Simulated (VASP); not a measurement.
# Pd (P6_3/mmc) in VASP: notebook, part 2 of 2

VASP 6.6.1. The steps go on from the part before.

### Step 4. Single point, HSE06

Input file POSCAR:

```
Pd
1.0
    2.7836650458      0.0000000000      0.0000000000
   -1.3918325229      2.4107246453      0.0000000000
    0.0000000000      0.0000000000      4.6288930000
Pd
2
Direct
    0.3333333333      0.6666666667      0.2500000000
    0.6666666667      0.3333333333      0.7500000000
```

Input file INCAR.step1:

```
PREC     = Accurate       # precision mode
ENCUT    = 470            # plane-wave cutoff, eV
EDIFF    = 1E-5           # SCF threshold, eV
ISMEAR   = -1             # smearing method
SIGMA    = 0.05           # smearing width, eV
LREAL    = F              # projectors in reciprocal space
LASPH    = T              # aspherical terms in the spheres
NELM     = 120            # most SCF steps
ALGO     = Normal         # electronic algorithm
ISIF     = 2              # what is computed and relaxed
LWAVE    = T              # write WAVECAR
NBANDS   = 25             # bands
GGA      = PE             # functional
GGA_COMPAT= F
```

Input file INCAR.step2:

```
PREC     = Accurate       # precision mode
ENCUT    = 470            # plane-wave cutoff, eV
EDIFF    = 1E-6           # SCF threshold, eV
ISMEAR   = -1             # smearing method
SIGMA    = 0.05           # smearing width, eV
LREAL    = F              # projectors in reciprocal space
LASPH    = T              # aspherical terms in the spheres
NELM     = 120            # most SCF steps
ALGO     = Normal         # electronic algorithm
ISIF     = 2              # what is computed and relaxed
LWAVE    = F              # write WAVECAR
LCHARG   = T              # write CHGCAR
GGA      = PE             # functional
LHFCALC  = T              # exact exchange
HFSCREEN = 0.2079         # screening, 1/A
PRECFOCK = Normal       
LELF     = T              # ELF
LVHAR    = T            
NBANDS   = 25             # bands
ISTART   = 1            
GGA_COMPAT= F
```

Input file KPOINTS:

```
Automatic mesh
0
Gamma
  6 6 3
```

Potentials or basis: VASP PAW PBE potentials, release 64 (Pd_sv_GW).

On the command line:

```
$ cat potpaw_PBE.64/Pd_sv_GW/POTCAR > POTCAR
$ cp INCAR.step1 INCAR
$ mpirun -np 1 vasp_std > vasp.out
$ cp INCAR.step2 INCAR
$ mpirun -np 1 vasp_std > vasp.out
```

OUTCAR:

```text
PREC = Accurate
   ENCUT = 470
   EDIFF = 1E-6
   ISMEAR = -1
   LREAL = F
   LASPH = T
   NELM = 120
   ISIF = 2
   GGA = PE
   LHFCALC = T
   HFSCREEN = 0.2079
   PRECFOCK = Normal
   ISTART = 1

 ion  position               nearest neighbor table
   1  0.333  0.667  0.250-
   2  0.667  0.333  0.750-

  LATTYP: Found a hexagonal cell.
 ALAT       =     2.7836650458
 C/A-ratio  =     1.6628771507

  Lattice vectors:

 A1 = (   2.7836650458,   0.0000000000,   0.0000000000)
 A2 = (  -1.3918325229,   2.4107246453,   0.0000000000)
 A3 = (   0.0000000000,   0.0000000000,   4.6288930000)

Analysis of symmetry for initial positions (statically):
=====================================================================
 Subroutine PRICEL returns:
 Original cell was already a primitive cell.

 Routine SETGRP: Setting up the symmetry group for a
 hexagonal supercell.

 Subroutine GETGRP returns: Found 24 space group operations
 (whereof 12 operations were pure point group operations)
 out of a pool of 24 trial point group operations.

The static configuration has the point symmetry D_3d.
 The point group associated with its full space group is D_6h.

Analysis of symmetry for dynamics (positions and initial velocities):
=====================================================================
 Subroutine PRICEL returns:
 Original cell was already a primitive cell.

 Routine SETGRP: Setting up the symmetry group for a
 hexagonal supercell.

 Subroutine GETGRP returns: Found 24 space group operations
 (whereof 12 operations were pure point group operations)
 out of a pool of 24 trial point group operations.

The dynamic configuration has the point symmetry D_3d.
 The point group associated with its full space group is D_6h.

 Subroutine INISYM returns: Found 24 space group operations
 (whereof 12 operations are pure point group operations),
 and found     1 'primitive' translations

----------------------------------------------------------------------------------------

                                     Primitive cell

  volume of cell :      31.0629

  direct lattice vectors                    reciprocal lattice vectors
     2.783665046  0.000000000  0.000000000     0.359238624  0.207406516  0.000000000
    -1.391832523  2.410724645  0.000000000     0.000000000  0.414813032  0.000000000
     0.000000000  0.000000000  4.628893000     0.000000000  0.000000000  0.216034374

  length of vectors
     2.783665046  2.783665046  4.628893000     0.414813032  0.414813032  0.216034374

  position of ions in fractional coordinates (direct lattice)
     0.333333333  0.666666667  0.250000000
     0.666666667  0.333333333  0.750000000

  ion indices of the primitive-cell ions
   primitive index   ion index
                 1           1
                 2           2

[... 24 lines left out ...]
 Found     14 irreducible k-points:

 Following reciprocal coordinates:
            Coordinates               Weight
  0.000000  0.000000  0.000000      1.000000
  0.166667  0.000000  0.000000      6.000000
  0.333333  0.000000  0.000000      6.000000
  0.500000  0.000000  0.000000      3.000000
  0.166667  0.166667  0.000000      6.000000
  0.333333  0.166667  0.000000     12.000000
  0.333333  0.333333  0.000000      2.000000
  0.000000  0.000000  0.333333      2.000000
  0.166667  0.000000  0.333333     12.000000
  0.333333  0.000000  0.333333     12.000000
  0.500000  0.000000  0.333333      6.000000
  0.166667  0.166667  0.333333     12.000000
  0.333333  0.166667  0.333333     24.000000
  0.333333  0.333333  0.333333      4.000000
   k-points           NKPTS =     14   k-points in BZ     NKDIM =    108   number of bands    NBANDS=     25
   number of dos      NEDOS =    301   number of ions     NIONS =      2
   total plane-waves  NPLWV =  14400
   dimension x,y,z NGX =    20 NGY =   20 NGZ =   36
   dimension x,y,z NGXF=    40 NGYF=   40 NGZF=   72
   ions per type =               2
   NGX,Y,Z   is equivalent  to a cutoff of  11.94, 11.94, 12.93 a.u.
   NGXF,Y,Z  is equivalent  to a cutoff of  23.89, 23.89, 25.86 a.u.
 SYSTEM =  unknown system
   PREC   = accura    normal or accurate (medium, high low for compatibility)
   ISTART =      1    job   : 0-new  1-cont  2-samecut
   ICHARG =      0    charge: 1-file 2-atom 10-const
   ISPIN  =      1    spin polarized calculation?
   LNONCOLLINEAR =      F non collinear calculations
   LSORBIT =      F    spin-orbit coupling
   LASPH  =      T    aspherical Exc in radial PAW
   ENCUT  =  470.0 eV  34.54 Ry    5.88 a.u.   4.92  4.92  8.18*2*pi/ulx,y,z
   NELM   =    120;   NELMIN=  2; NELMDL=  0     # of ELM steps
   EDIFF  = 0.1E-05   stopping-criterion for ELM
   LREAL  =      F    real-space projection
   EDIFFG = 0.1E-04   stopping-criterion for IOM
   NSW    =      0    number of steps for IOM
   IBRION =     -1    ionic relax: 0-MD 1-quasi-New 2-CG
   NFREE  =      0    steps in history (QN), initial steepest desc. (CG)
   ISIF   =      2    stress and relaxation
   ISYM   =      3    0-nonsym 1-usesym 2-fastsym
   POTIM  = 0.5000    time-step for ionic-motion
   TEBEG  =    0.0;   TEEND  =   0.0 temperature during run
   PSTRESS=    0.0 pullay stress
   NELECT =      36.0000    total number of electrons
   NUPDOWN=      -1.0000    fix difference up-down
   EMIN   =  10.00;   EMAX   =-10.00  energy-range for DOS
   EFERMI =   0.00;   METHOD = LEGACY
   ISMEAR =    -1;   SIGMA  =   0.05  broadening in eV -4-tet -1-fermi 0-gaus
   EFERMI_NEDOS =   21; number of points for ismear=-14 and -15
   IALGO  =     38    algorithm
   IMIX   =      1    mixing-type and parameters
     AMIX     =   0.40;   BMIX     =  1.00
     AMIX_MAG =   1.60;   BMIX_MAG =  1.00
  volume/ion in A,a.u.               =      15.53       104.81
  Fermi-wavevector in a.u.,A,eV,Ry     =   1.719604  3.249580 40.232939  2.957038
  Thomas-Fermi vector in A             =   2.796199
   LORBIT       =      0    0 simple, 1 ext, 2 COOP (PROOUT), +10 PAW based schemes
   GGA     = PE    functional components
   LHFCALC =     T    Hartree Fock is set to
   PRECFOCK=normal    Normal, Fast or Accurate (Low or Medium for compatibility)
   ENCUT4O =  -1.0   cutoff for four orbital integrals eV
   NKREDX  =     1    reduce k-point grid by
   NKREDY  =     1    reduce k-point grid by
   NKREDZ  =     1    reduce k-point grid by
   AEXX    =    0.2500 exact exchange contribution
   HFSCREEN=    0.2079 screening length (either q_TF or 0.3 A-1)
   HFSCREENC=   0.2079 screening length for correlation (either q_TF or 0.3 A-1)
   ENCUTFOCK=  -1.0 apply spherical cutoff to Coloumb kernel
   IVDW    =     0    specifies the selected vdW correction
   LEPSILON=     F    determine dielectric tensor
   LRPA    =     F    only Hartree local field effects (RPA)
 non-spin polarized calculation
  energy-cutoff  :      470.00
  volume of cell :       31.06
 maximum number of plane-waves:       735
 NGX is ok and might be reduce to    20
  NGX = 16; NGY = 16; NGZ = 28

 number of electron      35.9999999 magnetization

 Free energy of the ion-electron system (eV)
  ---------------------------------------------------
  ext. energy  EPLUGINS =         0.00000000
  ---------------------------------------------------
  free energy    TOTEN  =        -5.97937168 eV

  energy without entropy =       -5.95724711  energy(sigma->0) =       -5.96830940

 E-fermi :   6.9429     XC(G=0): -10.7081

 val. band max:        6.9291088658   @ k =   0.5000   0.0000   0.0000
 cond. band min:       7.0267838805   @ k =   0.5000   0.0000   0.3333
 fundamental gap:      0.0976750147
 Fermi energy:         6.9429303785

 k-point     1 :       0.0000    0.0000    0.0000
  band No.  band energies     occupation
      1     -81.2981      2.00000
      2     -81.2515      2.00000
      3     -45.7832      2.00000
      4     -45.5318      2.00000
      5     -45.5318      2.00000
      6     -45.4714      2.00000
[... 381 lines left out ...]
     24      18.2615      0.00000
     25      26.3085      0.00000

------------------------ aborting loop because EDIFF is reached ----------------------------------------

  FORCE on cell =-STRESS in cart. coord.  units (eV):
  Direction    XX          YY          ZZ          XY          YZ          ZX
  --------------------------------------------------------------------------------------
  -------------------------------------------------------------------------------------
  Total       -2.4717134     -2.4717134     -1.4112780      0.0000000      0.0000000     -0.0000000
  in kB     -127.4873133   -127.4873133    -72.7916277      0.0000000      0.0000000     -0.0000000
  external PRESSURE =    -109.2554181 kB  Pullay stress =       0.0000000 kB

 VOLUME and BASIS-vectors are now :
 -----------------------------------------------------------------------------
  energy-cutoff  :      470.00
  volume of cell :       31.06
      direct lattice vectors                 reciprocal lattice vectors
     2.783665046  0.000000000  0.000000000     0.359238624  0.207406516  0.000000000
    -1.391832523  2.410724645  0.000000000     0.000000000  0.414813032  0.000000000
     0.000000000  0.000000000  4.628893000     0.000000000  0.000000000  0.216034374

 POSITION                                       TOTAL-FORCE (eV/Angst)
 -----------------------------------------------------------------------------------
     -0.00000      1.60715      1.15722         0.000000     -0.000000     -0.000000
      1.39183      0.80357      3.47167        -0.000000      0.000000      0.000000
 -----------------------------------------------------------------------------------
    total drift:                               -0.000000      0.000001     -0.000002

  FREE ENERGIE OF THE ION-ELECTRON SYSTEM (eV)
  ---------------------------------------------------
  free  energy   TOTEN  =        -5.9793716831 eV

  energy  without entropy=       -5.9572471110  energy(sigma->0) =       -5.96830940
```

Run time: 25 min. Hardware: 1 thread of Intel Xeon 6975P-C (Granite Rapids), shared host; peak memory 0.26 GiB.

Results:

* Free energy: -5.9794 eV
* Pressure: -10.9 GPa
* Band gap on the k mesh: zero (bands 18 and 19 overlap by 0.93 eV)

Levels at points of the mesh, in eV from the Fermi level:
| k point | band 15 | band 16 | band 17 | band 18 | band 19 | band 20 | band 21 | band 22 |
| --- | --- | --- | --- | --- | --- | --- | --- | --- |
| (0.00, 0.00, 0.00) | -2.67 | -2.09 | -2.09 | -0.53 | -0.53 | 1.69 | 8.09 | 18.38 |
| (0.50, 0.00, 0.00) | -1.65 | -0.33 | -0.01 | 0.22 | 3.27 | 5.45 | 10.89 | 11.12 |

Caveat: the k points lie up to 0.45 Å⁻¹ apart, too coarse for converged energies and pressures of a metal; the PAW data sets were made with another functional, which shifts forces and pressure a little.

### Step 5. Single point, r2SCANh

POSCAR is that of step 4.

Input file INCAR.step1:

```
ALGO = Normal ; EDIFF = 1E-5
ENCUT = 520 ; GGA = PE
ISIF = 2 ; ISMEAR = -1
LASPH = True ; LREAL = False
LWAVE = True ; NBANDS = 17
NELM = 80 ; PREC = Accurate
SIGMA = 0.05
```

Input file INCAR.step2:

```
AEXX = 0.1 ; ALGO = Normal
EDIFF = 1E-6 ; ENCUT = 520
ISIF = 2 ; ISMEAR = -1
ISTART = 1 ; LASPH = True
LCHARG = True ; LELF = True
LHFCALC = True ; LMIXTAU = True
LREAL = False ; LVHAR = True
LWAVE = False ; METAGGA = R2SCAN
NBANDS = 17 ; NELM = 80
PREC = Accurate ; PRECFOCK = Normal
SIGMA = 0.05
```

Input file KPOINTS:

```
k-points
0
Gamma
  6 6 3
```

Potentials or basis: VASP PAW PBE potentials, release 64 (Pd).

On the command line:

```
$ cat potpaw_PBE.64/Pd/POTCAR > POTCAR
$ cp INCAR.step1 INCAR
$ mpirun -np 1 vasp_std > vasp.out
$ cp INCAR.step2 INCAR
$ mpirun -np 1 vasp_std > vasp.out
```

Wall time 24 min (1 thread of Oxide Virtual Turin-like, shared host); peak memory 0.14 GiB.

It converged, with:

```
Free energy            : -43.4011 eV
Pressure               : -7.8 GPa
Band gap on the k mesh : zero (bands 10 and 11 overlap by 0.98 eV)
```

Stress tensor (GPa, compression positive):
```
-9.22  0.00  0.00
 0.00 -9.22  0.00
 0.00  0.00 -4.88
```

Levels at points of the mesh, in eV from the Fermi level:
```csv
k point,band 6,band 7,band 8,band 9,band 10,band 11,band 12,band 13,band 14,band 15
"(0.00, 0.00, 0.00)",-2.58,-2.58,-1.95,-1.95,-0.48,-0.48,1.72,7.73,18.68,20.35
"(0.50, 0.00, 0.00)",-2.26,-1.69,-0.25,-0.02,0.33,3.22,5.26,10.68,10.98,14.05
```

Caveat: the k points lie up to 0.45 Å⁻¹ apart, too coarse for converged energies and pressures of a metal; the PAW data sets were made with another functional, which shifts forces and pressure a little.

### Step 6. Single point, r2SCAN50

POSCAR is that of step 5.

Input file INCAR.step1:

```
ALGO = Normal
EDIFF = 1E-5
ENCUT = 520
GGA = PE
ISIF = 2
ISMEAR = -1
LASPH = True
LREAL = False
LWAVE = True
NBANDS = 17
NELM = 100
PREC = Accurate
SIGMA = 0.05
```

Input file INCAR.step2:

```
AEXX = 0.5
ALGO = Normal
EDIFF = 1E-6
ENCUT = 520
ISIF = 2
ISMEAR = -1
ISTART = 1
LASPH = True
LCHARG = True
LELF = True
LHFCALC = True
LMIXTAU = True
LREAL = False
LVHAR = True
LWAVE = False
METAGGA = R2SCAN
NBANDS = 17
NELM = 100
PREC = Accurate
PRECFOCK = Normal
SIGMA = 0.05
```

KPOINTS is that of step 5.

Potentials or basis: VASP PAW PBE potentials, release 64 (Pd).

On the command line:

```
$ cat potpaw_PBE.64/Pd/POTCAR > POTCAR
$ cp INCAR.step1 INCAR
$ mpirun -np 1 vasp_std > vasp.out
$ cp INCAR.step2 INCAR
$ mpirun -np 1 vasp_std > vasp.out
```

It took 36 min on 1 thread of Oxide Virtual Turin-like, shared host; peak memory 0.14 GiB.

Results (log left out):

- Free energy: -33.9022 eV
- Pressure: -10.9 GPa
- Band gap on the k mesh: zero (bands 10 and 11 overlap by 2.69 eV)

Stress tensor (GPa, compression positive):
```
-13.35   0.00   0.00
  0.00 -13.35   0.00
  0.00   0.00  -5.97
```

Levels at points of the mesh, in eV from the Fermi level:
| k point | band 8 | band 9 | band 10 | band 11 | band 12 | band 13 |
| --- | --- | --- | --- | --- | --- | --- |
| (0.00, 0.00, 0.00) | -3.58 | -3.58 | -1.80 | -1.80 | 3.27 | 10.35 |
| (0.50, 0.00, 0.00) | -1.64 | 0.03 | 0.68 | 4.77 | 7.32 | 13.33 |

Caveat: the k points lie up to 0.45 Å⁻¹ apart, too coarse for converged energies and pressures of a metal; the PAW data sets were made with another functional, which shifts forces and pressure a little.

### Step 7. The runs side by side

| task | level | potentials or basis | cell | cutoff (eV) | share of exact exchange | screening parameter | gap on the mesh (eV) | pressure (GPa) |
| --- | --- | --- | --- | --- | --- | --- | --- | --- |
| relaxation of cell and atoms | B3LYP | VASP PAW PBE potentials, release 64 (Pd) | relaxed from a = 2.784, b = 2.784, c = 4.629 Å, angles 90.0, 90.0, 120.0°, 2 atoms | 600 | 0.2 | - | none | 0.0 |
| single point | B3LYP | VASP PAW PBE potentials, release 64 (Pd_sv_GW) | a = 2.769, b = 2.769, c = 4.733 Å, angles 90.0, 90.0, 120.0°, 2 atoms | 470 | 0.2 | - | none | -3.2 |
| single point | HSE06 | VASP PAW PBE potentials, release 64 (Pd_sv_GW) | a = 2.784, b = 2.784, c = 4.629 Å, angles 90.0, 90.0, 120.0°, 2 atoms | 470 | 0.25 | 0.2079 1/Å | none | -10.9 |
| single point | r2SCANh | VASP PAW PBE potentials, release 64 (Pd) | a = 2.784, b = 2.784, c = 4.629 Å, angles 90.0, 90.0, 120.0°, 2 atoms | 520 | 0.1 | - | none | -7.8 |
| single point | r2SCAN50 | VASP PAW PBE potentials, release 64 (Pd) | a = 2.784, b = 2.784, c = 4.629 Å, angles 90.0, 90.0, 120.0°, 2 atoms | 520 | 0.5 | - | none | -10.9 |

Alike in all rows: no spin polarisation; k mesh 6 × 6 × 3; smearing fermi-dirac 0.05 eV.

Caveats: all runs use coarse meshes; the PAW data sets were made with another functional, which shifts forces and pressure a little.

Total energies depend on the potentials used, so only differences within one code and one set of settings carry meaning.

The gap in the log of VASP goes by the Fermi energy; the results here count the filled bands.